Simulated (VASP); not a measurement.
# WC in VASP: notebook, part 2 of 2

VASP 6.6.1. The steps go on from the part before.

**5. Single point, PBE**

File INCAR:

```
PREC = Accurate
ENCUT = 520
EDIFF = 1E-6
ISMEAR = -1
SIGMA = 0.1
LREAL = False
LASPH = True
NELM = 100
ALGO = Normal
ISIF = 2
LWAVE = False
LCHARG = False
GGA = PE
NBANDS = 16
```

File KPOINTS:

```
Automatic mesh
0
Gamma
  14 14 14
```

File POSCAR:

```
WC
1.0
    0.0054817100      2.1926840000      2.1926840000
    2.1926840000      0.0054817100      2.1926840000
    2.1981657100      2.1981657100      0.0000000000
W C
1 1
Direct
    0.0000000000      0.0000000000      0.0000000000
    0.5000000000      0.5000000000      0.5000000000
```

On the command line:

```console
> cat potpaw_PBE.64/W_sv/POTCAR potpaw_PBE.64/C/POTCAR > POTCAR
> mpirun -np 1 vasp_std > vasp.out
```

Run time: 2.4 min. Hardware: 1 thread of Intel Xeon 8259CL, shared host; peak memory 0.26 GiB.

The run converged. Its results:

| Quantity | Value |
| --- | --- |
| Free energy | -21.5693 eV |
| Pressure | -0.3 GPa |
| Band gap on the k mesh | zero (bands 9 and 10 overlap by 3.10 eV) |

Stress tensor (GPa, compression positive):
```
-0.27 -0.49  0.00
-0.49 -0.27  0.00
 0.00  0.00 -0.27
```

Levels at points of the mesh, in eV from the Fermi level:
| k point | band 6 | band 7 | band 8 | band 9 | band 10 | band 11 | band 12 | band 13 |
| --- | --- | --- | --- | --- | --- | --- | --- | --- |
| (0.00, 0.00, 0.00) | -2.76 | -2.72 | -2.69 | -1.06 | -1.04 | -1.02 | -0.94 | -0.94 |
| (0.50, 0.00, 0.00) | -9.76 | -6.59 | -6.55 | 1.05 | 1.10 | 2.37 | 4.93 | 8.80 |
| (0.50, 0.50, 0.00) | -5.74 | -5.57 | -2.51 | -2.45 | 0.87 | 2.29 | 2.29 | 5.46 |
| (0.00, 0.00, 0.50) | -9.77 | -6.56 | -6.52 | 1.03 | 1.08 | 2.34 | 4.96 | 8.77 |
| (0.50, 0.00, 0.50) | -5.74 | -5.57 | -2.48 | -2.48 | 0.87 | 2.29 | 2.29 | 5.46 |

Caveat: spin-orbit coupling is left out, which moves the levels of the heavy elements.

**6. Single point, PBE**

File INCAR:

```
SYSTEM = WC
  PREC = Accurate
  ENCUT = 520
  EDIFF = 1E-6
  ISMEAR = -1
  SIGMA = 0.1
  LREAL = .False.
  LASPH = .True.
  NELM = 60
  ALGO = Normal
  ISIF = 2
  LWAVE = .False.
  LCHARG = .False.
  GGA = PE
  NBANDS = 16
```

File KPOINTS:

```
regular mesh
0
Gamma
  14 14 14
  0 0 0
```

File POSCAR:

```
WC
1.0
    0.0109634200      2.1926840000      2.1926840000
    2.1926840000      0.0109634200      2.1926840000
    2.2036474200      2.2036474200      0.0000000000
W C
1 1
Direct
    0.0000000000      0.0000000000      0.0000000000
    0.5000000000      0.5000000000      0.5000000000
```

Potentials or basis: VASP PAW PBE potentials, release 64 (W_sv, C).

On the command line:

```console
> cat potpaw_PBE.64/W_sv/POTCAR potpaw_PBE.64/C/POTCAR > POTCAR
> mpirun -np 1 vasp_std > vasp.out
```

OUTCAR:

```text
SYSTEM = WC
   PREC = Accurate
   ENCUT = 520
   EDIFF = 1E-6
   ISMEAR = -1
   LREAL = .False.
   LASPH = .True.
   NELM = 60
   ISIF = 2
   GGA = PE

 ion  position               nearest neighbor table
   1  0.000  0.000  0.000-   2 2.19   2 2.19   2 2.19   2 2.19   2 2.19   2 2.19
   2  0.500  0.500  0.500-   1 2.19   1 2.19   1 2.19   1 2.19   1 2.19   1 2.19

  LATTYP: Found a body centered orthorhombic cell.
 ALAT       =     3.0854188335
 B/A-ratio  =     1.0100502513
 C/A-ratio  =     1.4213201632

  Lattice vectors:

 A1 = (   2.1926840000,   0.0109634200,  -2.1926840000)
 A2 = (  -2.1926840000,  -0.0109634200,  -2.1926840000)
 A3 = (   0.0109634200,   2.1926840000,   2.1926840000)

Analysis of symmetry for initial positions (statically):
=====================================================================
 Subroutine PRICEL returns:
 Original cell was already a primitive cell.

 Routine SETGRP: Setting up the symmetry group for a
 body centered orthorhombic supercell.

 Subroutine GETGRP returns: Found  8 space group operations
 (whereof  8 operations were pure point group operations)
[... 162 lines left out ...]

 E-fermi :  12.3812     XC(G=0): -13.7153

 val. band max:       12.3785171155   @ k =  -0.2857   0.3571   0.0714
 cond. band min:      12.3824753756   @ k =  -0.3571   0.1429   0.0714
 fundamental gap:      0.0039582601
 Fermi energy:        12.3812383633

 k-point     1 :       0.0000    0.0000    0.0000
  band No.  band energies     occupation
      1     -63.0395      2.00000
      2     -27.0400      2.00000
      3     -27.0330      2.00000
      4     -27.0257      2.00000
      5      -3.4016      2.00000
      6       9.5869      2.00000
[... 433 lines left out ...]
      3     -27.1171      2.00000
      4     -27.0961      2.00000
      5      -1.6270      2.00000
      6       5.6361      2.00000
[... 8 lines left out ...]
     15      25.2588      0.00000
     16      27.5460      0.00000

 [... further k-points ...]

------------------------ aborting loop because EDIFF is reached ----------------------------------------

  FORCE on cell =-STRESS in cart. coord.  units (eV):
  Direction    XX          YY          ZZ          XY          YZ          ZX
  --------------------------------------------------------------------------------------
  -------------------------------------------------------------------------------------
  Total       -0.0339306     -0.0339306     -0.0344440     -0.1293622      0.0000000      0.0000000
  in kB       -2.5784265     -2.5784265     -2.6174437     -9.8303864      0.0000000      0.0000000
  external PRESSURE =      -2.5914322 kB  Pullay stress =       0.0000000 kB

 VOLUME and BASIS-vectors are now :
 -----------------------------------------------------------------------------
  energy-cutoff  :      520.00
  volume of cell :       21.08
      direct lattice vectors                 reciprocal lattice vectors
     0.010963420  2.192684000  2.192684000    -0.229176919  0.229176919  0.228031034
     2.192684000  0.010963420  2.192684000     0.229176919 -0.229176919  0.228031034
     2.203647420  2.203647420  0.000000000     0.226896551  0.226896551 -0.228031034

 POSITION                                       TOTAL-FORCE (eV/Angst)
 -----------------------------------------------------------------------------------
      0.00000      0.00000      0.00000        -0.000000      0.000000      0.000000
      2.20365      2.20365      2.19268         0.000000     -0.000000     -0.000000
 -----------------------------------------------------------------------------------
    total drift:                                0.000000     -0.000000     -0.000000

  FREE ENERGIE OF THE ION-ELECTRON SYSTEM (eV)
  ---------------------------------------------------
  free  energy   TOTEN  =       -21.5688086451 eV

  energy  without entropy=      -21.5337471211  energy(sigma->0) =      -21.55127788
```

OSZICAR:

```text
N       E                     dE             d eps       ncg     rms          rms(c)
DAV:   1     0.111375050940E+03    0.11138E+03   -0.93443E+03 13736   0.125E+03
DAV:   2    -0.217048085322E+02   -0.13308E+03   -0.12831E+03 16608   0.336E+02
DAV:   3    -0.250433064623E+02   -0.33385E+01   -0.33213E+01 14672   0.503E+01
DAV:   4    -0.250607063332E+02   -0.17400E-01   -0.17399E-01 17952   0.413E+00
DAV:   5    -0.250608353327E+02   -0.12900E-03   -0.12900E-03 14888   0.337E-01    0.307E+01
DAV:   6    -0.216753606632E+02    0.33855E+01   -0.86962E+00 17512   0.277E+01    0.772E+00
DAV:   7    -0.215977558005E+02    0.77605E-01   -0.49772E-01 13952   0.561E+00    0.632E+00
DAV:   8    -0.215707938588E+02    0.26962E-01   -0.77988E-02 15688   0.240E+00    0.147E+00
DAV:   9    -0.215688779933E+02    0.19159E-02   -0.34895E-03 14712   0.542E-01    0.120E-01
DAV:  10    -0.215688078424E+02    0.70151E-04   -0.37427E-04 17456   0.209E-01    0.473E-02
DAV:  11    -0.215688094985E+02   -0.16562E-05   -0.11468E-05 15024   0.346E-02    0.103E-02
DAV:  12    -0.215688086451E+02    0.85345E-06   -0.11073E-06  9920   0.129E-02
   1 F= -.21568809E+02 E0= -.21551278E+02  d E =-.350615E-01
```

stdout:

```text
POSCAR found type information on POSCAR W C
 POSCAR found :  2 types and       2 ions
 scaLAPACK will be used
 LDA part: xc-table for (Slater+PW92), standard interpolation
 POSCAR, INCAR and KPOINTS ok, starting setup
 FFT: planning ... GRIDC
 FFT: planning ... GRID_SOFT
 FFT: planning ... GRID
 WAVECAR not read
 entering main loop
```

It took 2.3 min on 1 thread of Intel Xeon 8259CL, shared host; peak memory 0.26 GiB.

Results:

```
Free energy            : -21.5688 eV
Pressure               : -0.3 GPa
Band gap on the k mesh : zero (bands 9 and 10 overlap by 3.09 eV)
```

Stress tensor (GPa, compression positive):
```
-0.26 -0.98  0.00
-0.98 -0.26  0.00
 0.00  0.00 -0.26
```

Caveat: spin-orbit coupling is left out, which moves the levels of the heavy elements.

**7. Summary**

```csv
cell,gap on the mesh (eV),pressure (GPa)
"a = 3.101 Å, angles 60.0°, 2 atoms",none,-0.3
"a = 3.101, b = 3.101, c = 3.085 Å, angles 60.2, 60.2, 60.3°, 2 atoms",none,-0.3
"a = 3.101, b = 3.101, c = 3.093 Å, angles 60.1, 60.1, 60.2°, 2 atoms",none,-0.3
"a = 3.101, b = 3.101, c = 3.109 Å, angles 59.9, 59.9, 59.8°, 2 atoms",none,-0.3
"a = 3.101, b = 3.101, c = 3.116 Å, angles 59.8, 59.8, 59.7°, 2 atoms",none,-0.3
```

Alike in all rows: task single point; level PBE; potentials or basis VASP PAW PBE potentials, release 64 (W_sv, C); no spin polarisation; k mesh 14 × 14 × 14; cutoff (eV) 520; smearing fermi-dirac 0.1 eV.

Caveats: spin-orbit coupling is left out, which moves the levels of the heavy elements.

Absolute energies hang on the potentials; compare differences alone.
